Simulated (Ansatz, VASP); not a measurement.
# PbS in VASP and in Ansatz

File INCAR:

```
SYSTEM = PbS
PREC     = Accurate       ! precision mode
ENCUT    = 520            ! plane-wave cutoff, eV
EDIFF    = 1E-8           ! SCF threshold, eV
ISMEAR   = -1             ! smearing method
SIGMA    = 0.01           ! smearing width, eV
LREAL    = .False.        ! projectors in reciprocal space
LASPH    = .True.         ! aspherical terms in the spheres
NELM     = 80             ! most SCF steps
ALGO     = Normal         ! electronic algorithm
ISIF     = 2              ! what is computed and relaxed
LWAVE    = .False.        ! write WAVECAR
LCHARG   = .False.        ! write CHGCAR
GGA      = PS             ! functional
LEFG     = .True.       
NBANDS   = 28             ! bands
```

The input KPOINTS:

```
regular mesh
0
Gamma
  7 7 3
  0 0 0
```

The input POSCAR:

```
PbS
1.0
    2.9550000000     -2.9147025000     -0.0002025000
    2.9260000000      2.8852975000     -0.0292025000
   -1.1385964500     -0.0531462000     11.7146902500
Pb S
2 2
Direct
    0.7756000000      0.7756000000      0.6363800000
    0.2244000000      0.2244000000      0.3636200000
    0.2684000000      0.2684000000      0.5986000000
    0.7316000000      0.7316000000      0.4014000000
```

Input for Ansatz:

```yaml
crystal:
  lattice:
    - [2.955, -2.9147025, -0.0002025]
    - [2.926, 2.8852975, -0.0292025]
    - [-1.13859645, -0.0531462, 11.71469025]
  atoms:
    - { symbol: Pb, position: [0.7756, 0.7756, 0.63638] }
    - { symbol: Pb, position: [0.2244, 0.2244, 0.36362] }
    - { symbol: S, position: [0.2684, 0.2684, 0.5986] }
    - { symbol: S, position: [0.7316, 0.7316, 0.4014] }
kpoints:
  mp_grid: { grid: [7, 7, 3] }
scf:
  occupations: { method: fermi_dirac, width: 0.01 }
hamiltonian:
  xc: pbesol
  pseudopotentials: { kind: all_electron, datasets: crystal }
output:
  forces: true
  stress: true
  eigenvalues: true
  efg: { contact_densities: true }
```

Change from the starting cell: equal xy, yz and zx shear strains of -1 %, crystal datasets.

Alike in both runs: task electric field gradients; functional PBEsol; k mesh 7 × 7 × 3; occupations fermi-dirac, width 0.01 eV; no spin polarisation.

|  | VASP | Ansatz |
| --- | --- | --- |
| version | VASP 6.6.1 | Ansatz 0.2.0 |
| potentials or method | VASP PAW PBE potentials, release 64 (Pb_d, S), cutoff 520 eV | all-electron PAW with datasets made for the slab, scalar-relativistic |

Ansatz gave:

| Item | Value |
| --- | --- |
| gap on the k mesh at the Fermi level (eV) | 1.28 |
| rms of the force components (eV/Å) | 0.287 |
| size of Vzz on the site where it differs most (V/Å²) | 118.0 |

**Question.** Which values does VASP return?

**Answer.** gap on the k mesh at the Fermi level (eV): 1.27; rms of the force components (eV/Å): 0.287; size of Vzz on the site where it differs most (V/Å²): 127.5.

VASP's potentials were made for PBE, not for PBEsol. Atom by atom the forces differ by 0.001 eV/Å (rms over components). Ansatz ran all-electron here, and VASP with PAW potentials.

Neither program's run includes spin-orbit coupling.
